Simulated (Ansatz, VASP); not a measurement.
## MgO in VASP and in Ansatz

The input INCAR:

```
ALGO = Normal
EDIFF = 1E-7
ENCUT = 520
GGA = PE
ISIF = 2
ISMEAR = 0
LASPH = True
LCHARG = False
LREAL = False
LWAVE = False
NBANDS = 16
NELM = 100
PREC = Accurate
SIGMA = 0.05
```

File KPOINTS:

```
k-points
0
Gamma
  9 9 6
```

File POSCAR:

```
MgO
1.0
    3.4833602379      0.0000000000      0.0000000000
   -1.7416801190      3.0166784565      0.0000000000
    0.0000000000      0.0000000000      4.1936861840
Mg O
2 2
Direct
    0.6666666667      0.3333333333      0.7500000000
    0.3333333333      0.6666666667      0.2500000000
    0.6666666667      0.3333333333      0.2500000000
    0.3333333333      0.6666666667      0.7500000000
```

Input for Ansatz:

```yaml
crystal:
  lattice:
    - [3.4833602379, 0.0, 0.0]
    - [-1.741680119, 3.0166784565, 0.0]
    - [0.0, 0.0, 4.193686184]
  atoms:
    - { symbol: Mg, position: [0.6666666667, 0.3333333333, 0.75] }
    - { symbol: Mg, position: [0.3333333333, 0.6666666667, 0.25] }
    - { symbol: O, position: [0.6666666667, 0.3333333333, 0.25] }
    - { symbol: O, position: [0.3333333333, 0.6666666667, 0.75] }
basis:
  ecutwfc: 520.0
kpoints:
  mp_grid: { grid: [9, 9, 6] }
hamiltonian:
  xc: pbe
  pseudopotentials: { kind: paw, azcp: { folder: soft_1 } }
scf:
  occupations: { method: gaussian, width: 0.05 }
output:
  forces: true
  stress: true
  eigenvalues: true
```

Alike in both runs: task single point; functional PBE; k mesh 9 × 9 × 6; occupations gaussian, width 0.05 eV; no spin polarisation.

```csv
,VASP,Ansatz
version,VASP 6.6.1,Ansatz 0.2.0
potentials or method,"VASP PAW PBE potentials, release 64 (Mg, O), cutoff 520 eV","scalar-relativistic, plane waves, PAW"
valence electrons in the cell,16,32
```

```tsv
	VASP	Ansatz	Ansatz less VASP
gap on the k mesh at the Fermi level (eV)	3.42	3.44	+0.021
least direct gap on the mesh (eV)	3.42	3.44	+0.021
pressure (GPa)	3.7	4.3	+0.57
traceless stress, the component that is largest in VASP (GPa)	0.03	0.16	+0.124
```

With one functional, cell and mesh, what is left measures potentials, basis and numerics. VASP's potentials hold 16 valence electrons a cell and Ansatz's 32, so a difference there can come from the potentials and not from the codes.
